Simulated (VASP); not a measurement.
# Zn (Im-3m) in VASP: further runs

The runs below take Zn through single point, with PBE.

Everything below comes from runs of VASP 6.6.1. Logs are shortened: lines on timing, memory, paths and dates and some standing lists are left out, and cuts for length are marked.

## 1. The cell of the first run

Symmetry: Im-3m, No. 229, cubic system. Conventional cell: a = 3.138 Å, b = 3.138 Å, c = 3.138 Å, α = 90.00°, β = 90.00°, γ = 90.00°. Zn (site symmetry m-3m) has 14 Zn at 2.72 to 3.14 Å within 3.6 Å.

## 2. Single point, PBE

The input, INCAR:

```
PREC = Accurate
ENCUT = 500
EDIFF = 1E-6
ISMEAR = 0
SIGMA = 0.025
LREAL = False
LASPH = True
NELM = 120
ALGO = Normal
ISIF = 2
LWAVE = False
LCHARG = False
GGA = PE
NBANDS = 12
GGA_COMPAT = False
```

The input, KPOINTS:

```
regular mesh
0
Gamma
  12 12 12
```

The input, POSCAR:

```
Zn
1.0
   -1.5690370000      1.5690370000      1.5690370000
    1.5690370000     -1.5690370000      1.5690370000
    1.5690370000      1.5690370000     -1.5690370000
Zn
1
Direct
    0.0000000000      0.0000000000      0.0000000000
```

Potentials or basis: VASP PAW PBE potentials, release 64 (Zn).

Command:

```sh
> cat potpaw_PBE.64/Zn/POTCAR > POTCAR
> mpirun -np 1 vasp_std > vasp.out
```

OUTCAR:

```text
PREC = Accurate
   ENCUT = 500
   EDIFF = 1E-6
   ISMEAR = 0
   LREAL = False
   LASPH = True
   NELM = 120
   ISIF = 2
   GGA = PE

 ion  position               nearest neighbor table
   1  0.000  0.000  0.000-

  LATTYP: Found a body centered cubic cell.
 ALAT       =     3.1380740000

  Lattice vectors:

 A1 = (  -1.5690370000,   1.5690370000,   1.5690370000)
 A2 = (   1.5690370000,  -1.5690370000,   1.5690370000)
 A3 = (   1.5690370000,   1.5690370000,  -1.5690370000)

Analysis of symmetry for initial positions (statically):
=====================================================================
 Subroutine PRICEL returns:
 Original cell was already a primitive cell.

 Routine SETGRP: Setting up the symmetry group for a
 body centered cubic supercell.

 Subroutine GETGRP returns: Found 48 space group operations
 (whereof 48 operations were pure point group operations)
 out of a pool of 48 trial point group operations.

The static configuration has the point symmetry O_h .

Analysis of symmetry for dynamics (positions and initial velocities):
=====================================================================
 Subroutine PRICEL returns:
 Original cell was already a primitive cell.

 Routine SETGRP: Setting up the symmetry group for a
 body centered cubic supercell.

 Subroutine GETGRP returns: Found 48 space group operations
 (whereof 48 operations were pure point group operations)
 out of a pool of 48 trial point group operations.

The dynamic configuration has the point symmetry O_h .

 Subroutine INISYM returns: Found 48 space group operations
 (whereof 48 operations are pure point group operations),
 and found     1 'primitive' translations

----------------------------------------------------------------------------------------

                                     Primitive cell

  volume of cell :      15.4511

  direct lattice vectors                    reciprocal lattice vectors
    -1.569037000  1.569037000  1.569037000     0.000000000  0.318666800  0.318666800
     1.569037000 -1.569037000  1.569037000     0.318666800  0.000000000  0.318666800
     1.569037000  1.569037000 -1.569037000     0.318666800  0.318666800  0.000000000

  length of vectors
     2.717651803  2.717651803  2.717651803     0.450662911  0.450662911  0.450662911

  position of ions in fractional coordinates (direct lattice)
     0.000000000  0.000000000  0.000000000

  ion indices of the primitive-cell ions
   primitive index   ion index
                 1           1

----------------------------------------------------------------------------------------

 KPOINTS: regular mesh

Automatic generation of k-mesh.
 Grid dimensions read from file:
 generate k-points for:   12   12   12

 Generating k-lattice:

  Cartesian coordinates                     Fractional coordinates (reciprocal lattice)
     0.000000000  0.026555567  0.026555567     0.083333333  0.000000000  0.000000000
     0.026555567  0.000000000  0.026555567     0.000000000  0.083333333  0.000000000
     0.026555567  0.026555567  0.000000000     0.000000000  0.000000000  0.083333333

  Length of vectors
     0.037555243  0.037555243  0.037555243

  Shift w.r.t. Gamma in fractional coordinates (k-lattice)
     0.000000000  0.000000000  0.000000000

 Subroutine IBZKPT returns following result:
 ===========================================

 Found     72 irreducible k-points:

 Following reciprocal coordinates:
            Coordinates               Weight
  0.000000  0.000000  0.000000      1.000000
  0.083333  0.000000  0.000000     12.000000
  0.166667  0.000000  0.000000     12.000000
  0.250000  0.000000  0.000000     12.000000
  0.333333  0.000000  0.000000     12.000000
  0.416667  0.000000  0.000000     12.000000
[... 16 lines left out ...]
  0.333333  0.083333  0.083333     24.000000
  0.416667  0.083333  0.083333     12.000000
 [... further k-points ...]
   k-points           NKPTS =     72   k-points in BZ     NKDIM =     72   number of bands    NBANDS=     12
   number of dos      NEDOS =    301   number of ions     NIONS =      1
   total plane-waves  NPLWV =   8000
   dimension x,y,z NGX =    20 NGY =   20 NGZ =   20
   dimension x,y,z NGXF=    40 NGYF=   40 NGZF=   40
   ions per type =               1
   NGX,Y,Z   is equivalent  to a cutoff of  12.23, 12.23, 12.23 a.u.
   NGXF,Y,Z  is equivalent  to a cutoff of  24.47, 24.47, 24.47 a.u.
 SYSTEM =  unknown system
   PREC   = accura    normal or accurate (medium, high low for compatibility)
   ISTART =      0    job   : 0-new  1-cont  2-samecut
   ICHARG =      2    charge: 1-file 2-atom 10-const
   ISPIN  =      1    spin polarized calculation?
   LNONCOLLINEAR =      F non collinear calculations
   LSORBIT =      F    spin-orbit coupling
   LASPH  =      T    aspherical Exc in radial PAW
   ENCUT  =  500.0 eV  36.75 Ry    6.06 a.u.   4.95  4.95  4.95*2*pi/ulx,y,z
   NELM   =    120;   NELMIN=  2; NELMDL= -5     # of ELM steps
   EDIFF  = 0.1E-05   stopping-criterion for ELM
   LREAL  =      F    real-space projection
   EDIFFG = 0.1E-04   stopping-criterion for IOM
   NSW    =      0    number of steps for IOM
   IBRION =     -1    ionic relax: 0-MD 1-quasi-New 2-CG
   NFREE  =      0    steps in history (QN), initial steepest desc. (CG)
   ISIF   =      2    stress and relaxation
   ISYM   =      2    0-nonsym 1-usesym 2-fastsym
   POTIM  = 0.5000    time-step for ionic-motion
   TEBEG  =    0.0;   TEEND  =   0.0 temperature during run
   PSTRESS=    0.0 pullay stress
   NELECT =      12.0000    total number of electrons
   NUPDOWN=      -1.0000    fix difference up-down
   EMIN   =  10.00;   EMAX   =-10.00  energy-range for DOS
   EFERMI =   0.00;   METHOD = LEGACY
   ISMEAR =     0;   SIGMA  =   0.03  broadening in eV -4-tet -1-fermi 0-gaus
   EFERMI_NEDOS =   21; number of points for ismear=-14 and -15
   IALGO  =     38    algorithm
   IMIX   =      4    mixing-type and parameters
     AMIX     =   0.40;   BMIX     =  1.00
     AMIX_MAG =   1.60;   BMIX_MAG =  1.00
  volume/ion in A,a.u.               =      15.45       104.27
  Fermi-wavevector in a.u.,A,eV,Ry     =   1.504811  2.843681 30.809811  2.264457
  Thomas-Fermi vector in A             =   2.615742
   LORBIT       =      0    0 simple, 1 ext, 2 COOP (PROOUT), +10 PAW based schemes
   GGA     = PE    functional components
   LHFCALC =     F    Hartree Fock is set to
   AEXX    =    0.0000 exact exchange contribution
   IVDW    =     0    specifies the selected vdW correction
   LEPSILON=     F    determine dielectric tensor
   LRPA    =     F    only Hartree local field effects (RPA)
 non-spin polarized calculation
 Gauss-broadening in eV      SIGMA  =   0.03
  energy-cutoff  :      500.00
  volume of cell :       15.45
 maximum number of plane-waves:       402
   NGX =  9   NGY =  9   NGZ =  9

 number of electron      12.0000023 magnetization

 Free energy of the ion-electron system (eV)
  ---------------------------------------------------
  ext. energy  EPLUGINS =         0.00000000
  ---------------------------------------------------
  free energy    TOTEN  =        -1.01625859 eV

  energy without entropy =       -1.01589178  energy(sigma->0) =       -1.01607519

 E-fermi :   3.0325     XC(G=0): -11.4833

 val. band max:        3.0258134449   @ k =   0.4167   0.0833   0.0000
 cond. band min:       3.1250127985   @ k =   0.3333   0.2500   0.0833
 fundamental gap:      0.0991993536
 Fermi energy:         3.0324507745

 k-point     1 :       0.0000    0.0000    0.0000
  band No.  band energies     occupation
      1      -7.2484      2.00000
      2      -4.6680      2.00000
      3      -4.6680      2.00000
      4      -4.6680      2.00000
      5      -4.1715      2.00000
      6      -4.1715      2.00000
      7      22.0502      0.00000
      8      22.0502      0.00000
      9      22.0502      0.00000
     10      23.8006      0.00000
     11      23.8006      0.00000
     12      23.8006      0.00000

 k-point     2 :       0.0833    0.0000    0.0000
  band No.  band energies     occupation
      1      -7.0300      2.00000
      2      -4.6882      2.00000
      3      -4.6630      2.00000
      4      -4.6171      2.00000
      5      -4.1901      2.00000
      6      -4.1703      2.00000
      7      19.2968      0.00000
      8      20.6440      0.00000
      9      21.1257      0.00000
     10      22.4595      0.00000
     11      22.4612      0.00000
     12      23.5539      0.00000

 k-point     3 :       0.1667    0.0000    0.0000
  band No.  band energies     occupation
      1      -6.4031      2.00000
      2      -4.7433      2.00000
      3      -4.6340      2.00000
      4      -4.4752      2.00000
      5      -4.2257      2.00000
      6      -4.1662      2.00000
      7      15.1018      0.00000
      8      18.6153      0.00000
      9      19.3877      0.00000
     10      20.9546      0.00000
     11      21.5046      0.00000
     12      24.1550      0.00000
[... 286 lines left out ...]
 k-point    23 :       0.3333    0.0833    0.0833
  band No.  band energies     occupation
      1      -5.1499      2.00000
      2      -4.9450      2.00000
      3      -4.1903      2.00000
      4      -4.1478      2.00000
      5      -4.1416      2.00000
      6      -0.7374      2.00000
      7       4.6714      0.00000
      8      11.8487      0.00000
      9      12.5224      0.00000
     10      22.7179      0.00000
     11      23.4467      0.00000
     12      29.5163      0.00000

 k-point    24 :       0.4167    0.0833    0.0833
  band No.  band energies     occupation
      1      -5.1756      2.00000
      2      -4.9620      2.00000
      3      -4.1813      2.00000
      4      -4.1378      2.00000
      5      -4.0709      2.00000
      6       1.1247      2.00000
      7       2.3728      2.00000
      8      11.6000      0.00000
      9      12.3104      0.00000
     10      22.5302      0.00000
     11      23.3175      0.00000
     12      31.2153      0.00000

 [... further k-points ...]
[... 5 lines left out ...]
  --------------------------------------------------------------------------------------
  -------------------------------------------------------------------------------------
  Total        0.0105215      0.0105215      0.0105215     -0.0000000     -0.0000000      0.0000000
  in kB        1.0910067      1.0910067      1.0910067     -0.0000000     -0.0000000      0.0000000
  external PRESSURE =       1.0910067 kB  Pullay stress =       0.0000000 kB

 VOLUME and BASIS-vectors are now :
 -----------------------------------------------------------------------------
  energy-cutoff  :      500.00
  volume of cell :       15.45
      direct lattice vectors                 reciprocal lattice vectors
    -1.569037000  1.569037000  1.569037000     0.000000000  0.318666800  0.318666800
     1.569037000 -1.569037000  1.569037000     0.318666800  0.000000000  0.318666800
     1.569037000  1.569037000 -1.569037000     0.318666800  0.318666800  0.000000000

 POSITION                                       TOTAL-FORCE (eV/Angst)
 -----------------------------------------------------------------------------------
      0.00000      0.00000      0.00000         0.000000     -0.000000     -0.000000
 -----------------------------------------------------------------------------------
    total drift:                                0.000000     -0.000000      0.000000

  FREE ENERGIE OF THE ION-ELECTRON SYSTEM (eV)
  ---------------------------------------------------
  free  energy   TOTEN  =        -1.0162585930 eV

  energy  without entropy=       -1.0158917794  energy(sigma->0) =       -1.01607519
```

Run time: 4.8 s. Hardware: 1 thread of Intel Xeon 6975P-C (Granite Rapids), shared host; peak memory 0.13 GiB.

What came out:

| Quantity | Value |
| --- | --- |
| Free energy | -1.0163 eV |
| Pressure | 0.1 GPa |
| Band gap on the k mesh | zero (band 6 reaches 7.27 eV, above the bottom of band 7 at 2.09 eV) |

## 3. Single point, PBE

The input, INCAR:

```
SYSTEM = Zn
  PREC = Accurate
  ENCUT = 500
  EDIFF = 1E-6
  ISMEAR = 0
  SIGMA = 0.026000000000000002
  LREAL = .False.
  LASPH = .True.
  NELM = 120
  ALGO = Normal
  ISIF = 2
  LWAVE = .False.
  LCHARG = .False.
  GGA = PE
  NBANDS = 12
  GGA_COMPAT = .False.
```

The input, KPOINTS:

```
Automatic mesh
0
Gamma
  12 12 12
  0 0 0
```

POSCAR is that of step 2.

Potentials or basis: VASP PAW PBE potentials, release 64 (Zn).

Command:

```sh
> cat potpaw_PBE.64/Zn/POTCAR > POTCAR
> mpirun -np 1 vasp_std > vasp.out
```

Wall time 4.7 s (1 thread of Intel Xeon 6975P-C (Granite Rapids), shared host); peak memory 0.12 GiB.

The run converged. Its results:

| Quantity | Value |
| --- | --- |
| Free energy | -1.0163 eV |
| Pressure | 0.1 GPa |
| Band gap on the k mesh | zero (band 6 reaches 7.27 eV, above the bottom of band 7 at 2.09 eV) |

Levels at points of the mesh, in eV from the Fermi level:
| k point | band 4 | band 5 | band 6 | band 7 | band 8 | band 9 |
| --- | --- | --- | --- | --- | --- | --- |
| (0.00, 0.00, 0.00) | -7.70 | -7.20 | -7.20 | 19.02 | 19.02 | 19.02 |
| (0.50, 0.00, 0.00) | -7.17 | -6.87 | -2.59 | -0.94 | 11.33 | 12.71 |
| (0.50, 0.50, 0.50) | -6.95 | -6.95 | 4.24 | 4.24 | 4.24 | 7.50 |
